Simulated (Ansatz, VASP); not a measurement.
# PbS: VASP beside Ansatz

File INCAR:

```
ALGO = Normal
EDIFF = 1E-6
ENCUT = 520
GGA = PE
ISIF = 2
ISMEAR = -1
LASPH = T
LCHARG = F
LREAL = F
LWAVE = F
NBANDS = 17
NELM = 80
PREC = Accurate
SIGMA = 0.05
```

The input KPOINTS:

```
k-points
0
Gamma
  4 4 4
```

Contents of POSCAR:

```
PbS
1.0
    2.1126617058      1.2197458045      3.4519162518
   -2.1126617058      1.2197458045      3.4519162518
    0.0000000000     -2.4394916091      3.4519162518
Pb S
1 1
Direct
    0.9805657800      0.9805657800      0.9805657800
    0.4750355500      0.4750355500      0.4750355500
```

The input input.yaml:

```yaml
crystal:
  lattice:
    - [2.1126617058, 1.2197458045, 3.4519162518]
    - [-2.1126617058, 1.2197458045, 3.4519162518]
    - [0.0, -2.4394916091, 3.4519162518]
  atoms:
    - { symbol: Pb, position: [0.98056578, 0.98056578, 0.98056578] }
    - { symbol: S, position: [0.47503555, 0.47503555, 0.47503555] }
kpoints:
  mp_grid: { grid: [4, 4, 4] }
scf:
  occupations: { method: fermi_dirac, width: 0.05 }
hamiltonian:
  xc: pbe
  pseudopotentials: { kind: all_electron, datasets: crystal }
output:
  forces: true
  stress: true
  eigenvalues: true
```

Alike in both runs: task single point; functional PBE; k mesh 4 × 4 × 4; occupations fermi-dirac, width 0.05 eV; no spin polarisation.

|  | VASP | Ansatz |
| --- | --- | --- |
| version | VASP 6.6.1 | Ansatz 0.2.0 |
| potentials or method | VASP PAW PBE potentials, release 64 (Pb_d, S), cutoff 520 eV | all-electron PAW datasets made for the crystal |

VASP gave:

```
gap on the k mesh at the Fermi level (eV) : 0.46
least direct gap on the mesh (eV)         : 0.46
pressure (GPa)                            : 0.9
rms of the force components (eV/Å)        : 0.017
```

Question: Estimate Ansatz's values.

Answer: gap on the k mesh at the Fermi level (eV): 0.45; least direct gap on the mesh (eV): 0.45; pressure (GPa): 1.0; rms of the force components (eV/Å): 0.017.

Atom by atom the forces differ by 0.001 eV/Å (rms over components). Ansatz ran all-electron here, and VASP with PAW potentials.

The k mesh is coarse, so the values compare programs but aren't converged. Spin-orbit coupling is off throughout.
